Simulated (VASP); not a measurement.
A run of VASP 6.6.1 is set up as follows.

File POSCAR:

```
BaTiO3
1.0
   -4.0540871700     -4.0432062000      0.0000000000
   -4.0323454300      4.0432062000      0.0000000000
   -0.0108708700     -0.0108405900     -4.0431860200
Ba Ti O
2 2 6
Direct
    0.0000000000      0.0000000000      0.0000000000
    0.5000000000      0.5000000000      0.0000000000
    0.5136000000      0.0000000000      0.5136000000
    0.0136000000      0.5000000000      0.5136000000
    0.9907000000      0.5000000000      0.9819000000
    0.4907000000      0.0000000000      0.9819000000
    0.7363000000      0.2456000000      0.4907000000
    0.2363000000      0.7456000000      0.4907000000
    0.7363000000      0.7544000000      0.4907000000
    0.2363000000      0.2544000000      0.4907000000
```

File INCAR.step1:

```
PREC     = Accurate       # precision mode
ENCUT    = 520            # plane-wave cutoff, eV
ISMEAR   = 1              # smearing method
SIGMA    = 0.0457         # smearing width, eV
LREAL    = F              # projectors in reciprocal space
LASPH    = T              # aspherical terms in the spheres
NELM     = 150            # most SCF steps
ISPIN    = 2              # spin polarisation
MAGMOM   = 0 0 0 0 0 0 0 0 0 0 # initial moments
LMAXMIX  = 4              # l up to which the mixer works
NBANDS   = 55             # bands
GGA      = PE             # functional
ALGO     = Normal         # electronic algorithm
EDIFF    = 1E-4           # SCF threshold, eV
LWAVE    = T              # write WAVECAR
LCHARG   = F              # write CHGCAR
```

The input INCAR.step2:

```
PREC     = Accurate       # precision mode
ENCUT    = 520            # plane-wave cutoff, eV
EDIFF    = 1E-6           # SCF threshold, eV
ISMEAR   = 1              # smearing method
SIGMA    = 0.0457         # smearing width, eV
LREAL    = F              # projectors in reciprocal space
LASPH    = T              # aspherical terms in the spheres
NELM     = 150            # most SCF steps
ALGO     = Normal         # electronic algorithm
ISIF     = 2              # what is computed and relaxed
LWAVE    = F              # write WAVECAR
LCHARG   = F              # write CHGCAR
ISPIN    = 2              # spin polarisation
MAGMOM   = 0 0 0 0 0 0 0 0 0 0 # initial moments
LORBIT   = 11             # projections on sites
LMAXMIX  = 4              # l up to which the mixer works
METAGGA  = R2SCAN         # meta-GGA
LMIXTAU  = T            
NBANDS   = 55             # bands
ISTART   = 1
```

File KPOINTS:

```
regular mesh
0
Gamma
  3 3 5
```

Potentials or basis: VASP PAW PBE potentials, release 64 (Ba_sv, Ti_sv, O).

Run with:

```sh
$ cat potpaw_PBE.64/Ba_sv/POTCAR potpaw_PBE.64/Ti_sv/POTCAR potpaw_PBE.64/O/POTCAR > POTCAR
$ cp INCAR.step1 INCAR
$ mpirun -np 1 vasp_std > vasp.out
$ cp INCAR.step2 INCAR
$ mpirun -np 1 vasp_std > vasp.out
```

Task: Estimate the net moment.

Result: 0.00 μB per cell.

Task: What does it give for the band gap on the k mesh?

Result: 2.66 eV.

Forces on the atoms (eV/Å):
```
Ba  -0.041 -0.041 -0.040
Ba  -0.041 -0.041 -0.040
Ti  -0.086 -0.085 -0.080
Ti  -0.086 -0.085 -0.080
O    0.009  0.009  0.108
O    0.009  0.009  0.108
O    0.110  0.008  0.006
O    0.110  0.008  0.006
O    0.008  0.110  0.006
O    0.008  0.110  0.006
```

Caveat: the PAW data sets were made with another functional, which shifts forces and pressure a little; spin-orbit coupling is left out, which moves the levels of the heavy elements. A k mesh can miss the band edges.
